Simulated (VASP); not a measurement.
# Ag2O (Pn-3m) in VASP: notebook

Aim: see how the results for Ag2O move with the level of theory and the settings. Levels: HSE06, LDA, PBEsol, PBE. Tasks: single point.

Everything below comes from runs of VASP 6.6.1. Logs are shortened: lines on timing, memory, paths and dates and some standing lists are left out, and cuts for length are marked.

## 1. The cell of the first run

It takes space group Pn-3m (No. 224, cubic). Conventional cell: a = 4.756 Å, b = 4.756 Å, c = 4.756 Å, α = 90.00°, β = 90.00°, γ = 90.00°. Ag (site symmetry -3m) has 2 O at 2.06 Å within 2.7 Å. Within 2.7 Å of O (site symmetry -43m) lie 4 Ag at 2.06 Å.

## 2. Single point, HSE06

File POSCAR:

```
Ag2O
1.0
    4.7561179341      0.0000000000      0.0000000000
    0.0000000000      4.7561179341      0.0000000000
    0.0000000000      0.0000000000      4.7561179341
Ag O
4 2
Direct
    0.2500000000      0.2500000000      0.2500000000
    0.2500000000      0.7500000000      0.7500000000
    0.7500000000      0.7500000000      0.2500000000
    0.7500000000      0.2500000000      0.7500000000
    0.0000000000      0.0000000000      0.0000000000
    0.5000000000      0.5000000000      0.5000000000
```

File INCAR.step1:

```
ALGO = Normal ; EDIFF = 1E-5
ENCUT = 520 ; GGA = PE
GGA_COMPAT = F ; ISIF = 2
ISMEAR = -1 ; KPAR = 4
LASPH = T ; LCHARG = F
LREAL = F ; LWAVE = T
NBANDS = 37 ; NELM = 120
PREC = Accurate ; SIGMA = 0.02
```

File INCAR.step2:

```
ALGO = Normal ; EDIFF = 1E-6
ENCUT = 520 ; GGA = PE
GGA_COMPAT = F ; HFSCREEN = 0.2079
ISIF = 2 ; ISMEAR = -1
ISTART = 1 ; KPAR = 4
LASPH = T ; LCHARG = F
LHFCALC = T ; LREAL = F
LWAVE = F ; NBANDS = 37
NELM = 120 ; PREC = Accurate
PRECFOCK = Normal ; SIGMA = 0.02
```

File KPOINTS:

```
k-points
0
Gamma
  4 4 4
```

Potentials or basis: VASP PAW PBE potentials, release 64 (Ag, O).

On the command line:

```
cat potpaw_PBE.64/Ag/POTCAR potpaw_PBE.64/O/POTCAR > POTCAR
cp INCAR.step1 INCAR
mpirun -np 4 vasp_std > vasp.out
cp INCAR.step2 INCAR
mpirun -np 4 vasp_std > vasp.out
```

OUTCAR:

```text
EDIFF = 1E-6
   ENCUT = 520
   GGA = PE
   HFSCREEN = 0.2079
   ISIF = 2
   ISMEAR = -1
   ISTART = 1
   LASPH = T
   LHFCALC = T
   LREAL = F
   NELM = 120
   PREC = Accurate
   PRECFOCK = Normal

 ion  position               nearest neighbor table
   1  0.250  0.250  0.250-   5 2.06   6 2.06   4 3.36   2 3.36   3 3.36   2 3.36   4 3.36   2 3.36
                             3 3.36   2 3.36   3 3.36   4 3.36   4 3.36   3 3.36
   2  0.250  0.750  0.750-   5 2.06   6 2.06   4 3.36   1 3.36   3 3.36   1 3.36   3 3.36   1 3.36
                             4 3.36   1 3.36   3 3.36   4 3.36   3 3.36   4 3.36
   3  0.750  0.750  0.250-   5 2.06   6 2.06   4 3.36   1 3.36   2 3.36   2 3.36   4 3.36   1 3.36
                             4 3.36   4 3.36   1 3.36   2 3.36   2 3.36   1 3.36
   4  0.750  0.250  0.750-   5 2.06   6 2.06   3 3.36   1 3.36   2 3.36   1 3.36   3 3.36   2 3.36
                             3 3.36   3 3.36   1 3.36   2 3.36   1 3.36   2 3.36
   5  0.000  0.000  0.000-   1 2.06   2 2.06   3 2.06   4 2.06
   6  0.500  0.500  0.500-   1 2.06   2 2.06   3 2.06   4 2.06

  LATTYP: Found a simple cubic cell.
 ALAT       =     4.7561179341

  Lattice vectors:

 A1 = (   4.7561179341,   0.0000000000,   0.0000000000)
 A2 = (   0.0000000000,   4.7561179341,   0.0000000000)
 A3 = (   0.0000000000,   0.0000000000,   4.7561179341)

Analysis of symmetry for initial positions (statically):
=====================================================================
 Subroutine PRICEL returns:
 Original cell was already a primitive cell.

 Routine SETGRP: Setting up the symmetry group for a
 simple cubic supercell.

 Subroutine GETGRP returns: Found 48 space group operations
 (whereof 24 operations were pure point group operations)
 out of a pool of 48 trial point group operations.

The static configuration has the point symmetry T_d .
 The point group associated with its full space group is O_h .

Analysis of symmetry for dynamics (positions and initial velocities):
=====================================================================
 Subroutine PRICEL returns:
 Original cell was already a primitive cell.

 Routine SETGRP: Setting up the symmetry group for a
 simple cubic supercell.

 Subroutine GETGRP returns: Found 48 space group operations
 (whereof 24 operations were pure point group operations)
 out of a pool of 48 trial point group operations.

The dynamic configuration has the point symmetry T_d .
 The point group associated with its full space group is O_h .

 Subroutine INISYM returns: Found 48 space group operations
 (whereof 24 operations are pure point group operations),
 and found     1 'primitive' translations

----------------------------------------------------------------------------------------

                                     Primitive cell

  volume of cell :     107.5865

  direct lattice vectors                    reciprocal lattice vectors
     4.756117934  0.000000000  0.000000000     0.210255510  0.000000000  0.000000000
     0.000000000  4.756117934  0.000000000     0.000000000  0.210255510  0.000000000
     0.000000000  0.000000000  4.756117934     0.000000000  0.000000000  0.210255510

  length of vectors
     4.756117934  4.756117934  4.756117934     0.210255510  0.210255510  0.210255510

  position of ions in fractional coordinates (direct lattice)
     0.250000000  0.250000000  0.250000000
     0.250000000  0.750000000  0.750000000
     0.750000000  0.750000000  0.250000000
     0.750000000  0.250000000  0.750000000
     0.000000000  0.000000000  0.000000000
     0.500000000  0.500000000  0.500000000

  ion indices of the primitive-cell ions
   primitive index   ion index
                 1           1
                 2           2
                 3           3
                 4           4
                 5           5
                 6           6

----------------------------------------------------------------------------------------

 KPOINTS: k-points

Automatic generation of k-mesh.
 Grid dimensions read from file:
 generate k-points for:    4    4    4

 Generating k-lattice:

  Cartesian coordinates                     Fractional coordinates (reciprocal lattice)
     0.052563877  0.000000000  0.000000000     0.250000000  0.000000000  0.000000000
     0.000000000  0.052563877  0.000000000     0.000000000  0.250000000  0.000000000
     0.000000000  0.000000000  0.052563877     0.000000000  0.000000000  0.250000000

  Length of vectors
     0.052563877  0.052563877  0.052563877

  Shift w.r.t. Gamma in fractional coordinates (k-lattice)
     0.000000000  0.000000000  0.000000000

 Subroutine IBZKPT returns following result:
 ===========================================

 Found     10 irreducible k-points:

 Following reciprocal coordinates:
            Coordinates               Weight
  0.000000  0.000000  0.000000      1.000000
  0.250000  0.000000  0.000000      6.000000
  0.500000  0.000000  0.000000      3.000000
  0.250000  0.250000  0.000000     12.000000
  0.500000  0.250000  0.000000     12.000000
  0.500000  0.500000  0.000000      3.000000
  0.250000  0.250000  0.250000      8.000000
  0.500000  0.250000  0.250000     12.000000
  0.500000  0.500000  0.250000      6.000000
  0.500000  0.500000  0.500000      1.000000
   k-points           NKPTS =     10   k-points in BZ     NKDIM =     64   number of bands    NBANDS=     37
   number of dos      NEDOS =    301   number of ions     NIONS =      6
   total plane-waves  NPLWV =  46656
   dimension x,y,z NGX =    36 NGY =   36 NGZ =   36
   dimension x,y,z NGXF=    72 NGYF=   72 NGZF=   72
   ions per type =               4   2
   NGX,Y,Z   is equivalent  to a cutoff of  12.58, 12.58, 12.58 a.u.
   NGXF,Y,Z  is equivalent  to a cutoff of  25.17, 25.17, 25.17 a.u.
 SYSTEM =  unknown system
   PREC   = accura    normal or accurate (medium, high low for compatibility)
   ISTART =      1    job   : 0-new  1-cont  2-samecut
   ICHARG =      0    charge: 1-file 2-atom 10-const
   ISPIN  =      1    spin polarized calculation?
   LNONCOLLINEAR =      F non collinear calculations
   LSORBIT =      F    spin-orbit coupling
   LASPH  =      T    aspherical Exc in radial PAW
   ENCUT  =  520.0 eV  38.22 Ry    6.18 a.u.   8.84  8.84  8.84*2*pi/ulx,y,z
   NELM   =    120;   NELMIN=  2; NELMDL=  0     # of ELM steps
   EDIFF  = 0.1E-05   stopping-criterion for ELM
   LREAL  =      F    real-space projection
   EDIFFG = 0.1E-04   stopping-criterion for IOM
   NSW    =      0    number of steps for IOM
   IBRION =     -1    ionic relax: 0-MD 1-quasi-New 2-CG
   NFREE  =      0    steps in history (QN), initial steepest desc. (CG)
   ISIF   =      2    stress and relaxation
   ISYM   =      3    0-nonsym 1-usesym 2-fastsym
   POTIM  = 0.5000    time-step for ionic-motion
   TEBEG  =    0.0;   TEEND  =   0.0 temperature during run
   PSTRESS=    0.0 pullay stress
   NELECT =      56.0000    total number of electrons
   NUPDOWN=      -1.0000    fix difference up-down
   EMIN   =  10.00;   EMAX   =-10.00  energy-range for DOS
   EFERMI =   0.00;   METHOD = LEGACY
   ISMEAR =    -1;   SIGMA  =   0.02  broadening in eV -4-tet -1-fermi 0-gaus
   EFERMI_NEDOS =   21; number of points for ismear=-14 and -15
   IALGO  =     38    algorithm
   IMIX   =      1    mixing-type and parameters
     AMIX     =   0.40;   BMIX     =  1.00
     AMIX_MAG =   1.60;   BMIX_MAG =  1.00
  volume/ion in A,a.u.               =      17.93       121.00
  Fermi-wavevector in a.u.,A,eV,Ry     =   1.316896  2.488573 23.595437  1.734216
  Thomas-Fermi vector in A             =   2.446976
   LORBIT       =      0    0 simple, 1 ext, 2 COOP (PROOUT), +10 PAW based schemes
   GGA     = PE    functional components
   LHFCALC =     T    Hartree Fock is set to
   PRECFOCK=normal    Normal, Fast or Accurate (Low or Medium for compatibility)
   ENCUT4O =  -1.0   cutoff for four orbital integrals eV
   NKREDX  =     1    reduce k-point grid by
   NKREDY  =     1    reduce k-point grid by
   NKREDZ  =     1    reduce k-point grid by
   AEXX    =    0.2500 exact exchange contribution
   HFSCREEN=    0.2079 screening length (either q_TF or 0.3 A-1)
   HFSCREENC=   0.2079 screening length for correlation (either q_TF or 0.3 A-1)
   ENCUTFOCK=  -1.0 apply spherical cutoff to Coloumb kernel
   IVDW    =     0    specifies the selected vdW correction
   LEPSILON=     F    determine dielectric tensor
   LRPA    =     F    only Hartree local field effects (RPA)
 non-spin polarized calculation
  energy-cutoff  :      520.00
  volume of cell :      107.59
 maximum number of plane-waves:      2945
 NGX is ok and might be reduce to    36
  NGX = 28; NGY = 28; NGZ = 28

 number of electron      56.0000006 magnetization

 Free energy of the ion-electron system (eV)
  ---------------------------------------------------
  ext. energy  EPLUGINS =         0.00000000
  ---------------------------------------------------
  free energy    TOTEN  =       -25.93545610 eV

  energy without entropy =      -25.93545610  energy(sigma->0) =      -25.93545610

 E-fermi :   4.0980     XC(G=0):  -8.5210

 val. band max:        3.5684765334   @ k =   0.0000   0.0000   0.0000
 cond. band min:       4.7202427848   @ k =   0.0000   0.0000   0.0000
 fundamental gap:      1.1517662514
 Fermi energy:         4.0980060054

 k-point     1 :       0.0000    0.0000    0.0000
  band No.  band energies     occupation
      1     -16.7535      2.00000
      2     -16.0682      2.00000
      3      -3.6239      2.00000
      4      -3.6239      2.00000
      5      -3.6239      2.00000
      6      -1.2506      2.00000
[... 29 lines left out ...]
     36      13.7370      0.00000
     37      13.7370      0.00000

 k-point     2 :       0.2500    0.0000    0.0000
  band No.  band energies     occupation
      1     -16.6574      2.00000
      2     -16.1731      2.00000
      3      -3.4052      2.00000
      4      -3.4052      2.00000
      5      -3.3129      2.00000
      6      -1.5408      2.00000
[... 29 lines left out ...]
     36      13.0578      0.00000
     37      13.0578      0.00000

 k-point     3 :       0.5000    0.0000    0.0000
  band No.  band energies     occupation
      1     -16.4197      2.00000
      2     -16.4197      2.00000
      3      -3.0306      2.00000
      4      -3.0306      2.00000
      5      -2.4874      2.00000
      6      -2.4874      2.00000
[... 29 lines left out ...]
     36      12.5710      0.00000
     37      13.5632      0.00000

 k-point     4 :       0.2500    0.2500    0.0000
  band No.  band energies     occupation
      1     -16.5872      2.00000
      2     -16.2448      2.00000
      3      -3.4213      2.00000
      4      -3.2485      2.00000
      5      -2.8804      2.00000
      6      -2.0786      2.00000
[... 29 lines left out ...]
     36      13.4799      0.00000
     37      14.3158      0.00000

 k-point     5 :       0.5000    0.2500    0.0000
  band No.  band energies     occupation
      1     -16.4166      2.00000
      2     -16.4166      2.00000
      3      -3.1289      2.00000
      4      -3.1289      2.00000
      5      -2.4683      2.00000
      6      -2.4683      2.00000
[... 29 lines left out ...]
     36      12.2506      0.00000
     37      15.7515      0.00000

 k-point     6 :       0.5000    0.5000    0.0000
  band No.  band energies     occupation
      1     -16.4134      2.00000
      2     -16.4134      2.00000
      3      -3.1892      2.00000
      4      -3.1892      2.00000
      5      -2.4932      2.00000
      6      -2.4932      2.00000
[... 29 lines left out ...]
     36      13.1429      0.00000
     37      14.8870      0.00000

 k-point     7 :       0.2500    0.2500    0.2500
  band No.  band energies     occupation
      1     -16.5741      2.00000
      2     -16.2531      2.00000
      3      -3.3422      2.00000
      4      -3.3422      2.00000
      5      -2.5615      2.00000
      6      -2.4421      2.00000
[... 29 lines left out ...]
     36      14.3782      0.00000
     37      14.3782      0.00000

 k-point     8 :       0.5000    0.2500    0.2500
  band No.  band energies     occupation
      1     -16.5600      2.00000
      2     -16.2623      2.00000
      3      -3.2541      2.00000
      4      -3.2535      2.00000
      5      -2.9593      2.00000
      6      -1.9135      2.00000
[... 29 lines left out ...]
     36      14.0207      0.00000
     37      14.8319      0.00000

 k-point     9 :       0.5000    0.5000    0.2500
  band No.  band energies     occupation
      1     -16.6165      2.00000
      2     -16.1948      2.00000
      3      -3.3431      2.00000
      4      -3.3431      2.00000
      5      -3.1808      2.00000
      6      -1.5994      2.00000
[... 29 lines left out ...]
     36      12.8542      0.00000
     37      16.0397      0.00000

 k-point    10 :       0.5000    0.5000    0.5000
  band No.  band energies     occupation
      1     -16.6964      2.00000
      2     -16.0988      2.00000
      3      -3.4590      2.00000
      4      -3.4590      2.00000
      5      -3.4590      2.00000
      6      -1.1186      2.00000
[... 29 lines left out ...]
     36      11.4247      0.00000
     37      18.0504      0.00000

------------------------ aborting loop because EDIFF is reached ----------------------------------------

  FORCE on cell =-STRESS in cart. coord.  units (eV):
  Direction    XX          YY          ZZ          XY          YZ          ZX
  --------------------------------------------------------------------------------------
  -------------------------------------------------------------------------------------
  Total        1.1350758      1.1350758      1.1350758      0.0000000     -0.0000000      0.0000000
  in kB       16.9035372     16.9035372     16.9035372      0.0000000     -0.0000000      0.0000000
  external PRESSURE =      16.9035372 kB  Pullay stress =       0.0000000 kB

 VOLUME and BASIS-vectors are now :
 -----------------------------------------------------------------------------
  energy-cutoff  :      520.00
  volume of cell :      107.59
      direct lattice vectors                 reciprocal lattice vectors
     4.756117934  0.000000000  0.000000000     0.210255510  0.000000000  0.000000000
     0.000000000  4.756117934  0.000000000     0.000000000  0.210255510  0.000000000
     0.000000000  0.000000000  4.756117934     0.000000000  0.000000000  0.210255510

 POSITION                                       TOTAL-FORCE (eV/Angst)
 -----------------------------------------------------------------------------------
      1.18903      1.18903      1.18903        -0.000000      0.000000      0.000000
      1.18903      3.56709      3.56709        -0.000000     -0.000000      0.000000
      3.56709      3.56709      1.18903         0.000000      0.000000     -0.000000
      3.56709      1.18903      3.56709         0.000000     -0.000000      0.000000
      0.00000      0.00000      0.00000         0.000000     -0.000000     -0.000000
      2.37806      2.37806      2.37806         0.000000      0.000000      0.000000
 -----------------------------------------------------------------------------------
    total drift:                                0.000003     -0.000006      0.000003

  FREE ENERGIE OF THE ION-ELECTRON SYSTEM (eV)
  ---------------------------------------------------
  free  energy   TOTEN  =       -25.9354560977 eV

  energy  without entropy=      -25.9354560977  energy(sigma->0) =      -25.93545610
```

It took 63 min on 4 MPI ranks of Intel Xeon Platinum 8375C at 2.90GHz (Ice Lake), shared host; peak memory 0.36 GiB.

What came out:

* Free energy: -25.9355 eV
* Pressure: 1.7 GPa
* Band gap on the k mesh: 1.15 eV

Levels at points of the mesh, in eV from the valence-band top:
| k point | band 26 | band 27 | band 28 | band 29 | band 30 | band 31 |
| --- | --- | --- | --- | --- | --- | --- |
| (0.00, 0.00, 0.00) | 0.00 | 0.00 | 0.00 | 1.15 | 3.18 | 3.18 |
| (0.50, 0.00, 0.00) | -1.80 | -0.46 | -0.46 | 3.31 | 3.31 | 5.98 |
| (0.50, 0.50, 0.00) | -1.83 | -0.86 | -0.86 | 3.35 | 3.35 | 5.09 |
| (0.50, 0.50, 0.50) | -0.75 | -0.75 | -0.75 | 3.80 | 3.80 | 3.80 |

Caveat: the PAW data sets were made with another functional, which shifts forces and pressure a little.

(Part 1 of 2 ends here.)
